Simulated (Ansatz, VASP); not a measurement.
# HfO2 in VASP and in Ansatz

Contents of INCAR:

```
  PREC = Accurate
  ENCUT = 520
  EDIFF = 1E-6
  ISMEAR = 0
  SIGMA = 0.05
  LREAL = False
  LASPH = True
  NELM = 100
  ALGO = Normal
  ISIF = 2
  LWAVE = False
  LCHARG = False
  GGA = PE
  NBANDS = 31
```

The input KPOINTS:

```
regular mesh
0
Gamma
  6 6 4
```

POSCAR

```
HfO2
1.0
    3.8746276428      0.0000000000      0.0000000000
    0.0000000000      3.6043047840      0.0000000000
    0.0000000000      0.0000000000      5.2639672632
Hf O
2 4
Direct
    0.5000000000      0.5000000000      0.5000000000
    0.0000000000      0.0000000000      0.0000000000
    0.0000000000      0.5000000000      0.6932520948
    0.5000000000      0.0000000000      0.8067479052
    0.5000000000      0.0000000000      0.3067479052
    0.0000000000      0.5000000000      0.1932520948
```

Input for Ansatz:

```yaml
crystal:
  lattice:
    - [3.8746276428, 0.0, 0.0]
    - [0.0, 3.604304784, 0.0]
    - [0.0, 0.0, 5.2639672632]
  atoms:
    - { symbol: Hf, position: [0.5, 0.5, 0.5] }
    - { symbol: Hf, position: [0.0, 0.0, 0.0] }
    - { symbol: O, position: [0.0, 0.5, 0.6932520948] }
    - { symbol: O, position: [0.5, 0.0, 0.8067479052] }
    - { symbol: O, position: [0.5, 0.0, 0.3067479052] }
    - { symbol: O, position: [0.0, 0.5, 0.1932520948] }
basis:
  ecutwfc: 420
kpoints:
  mp_grid: { grid: [6, 6, 4] }
hamiltonian:
  xc: pbe
scf:
  occupations: { method: gaussian, width: 0.05 }
output:
  forces: true
  stress: true
  eigenvalues: true
```

Change from the starting cell: strain +0.0750 x Voigt [1, 0, 0, 0, 0, 0], atoms carried along.

Alike in both runs: task single point; functional PBE; k mesh 6 × 6 × 4; occupations gaussian, width 0.05 eV; no spin polarisation.

|  | VASP | Ansatz |
| --- | --- | --- |
| version | VASP 6.6.1 | Ansatz 0.2.0 |
| potentials or method | VASP PAW PBE potentials, release 64 (Hf_pv, O), cutoff 520 eV | scalar-relativistic, plane waves, PAW |
| valence electrons in the cell | 44 | 76 |

|  | VASP | Ansatz | Ansatz less VASP |
| --- | --- | --- | --- |
| gap on the k mesh at the Fermi level (eV) | 4.10 | 4.15 | +0.046 |
| least direct gap on the mesh (eV) | 4.17 | 4.22 | +0.043 |
| pressure (GPa) | -16.9 | -14.2 | +2.65 |
| traceless stress, the component that is largest in VASP (GPa) | -9.82 | -9.96 | -0.138 |
| rms of the force components (eV/Å) | 0.412 | 0.417 | +0.0049 |

Atom by atom the forces differ by 0.028 eV/Å (rms over components). VASP's potentials hold 44 valence electrons a cell and Ansatz's 76, so a difference there can come from the potentials and not from the codes.

Spin-orbit coupling is off throughout.
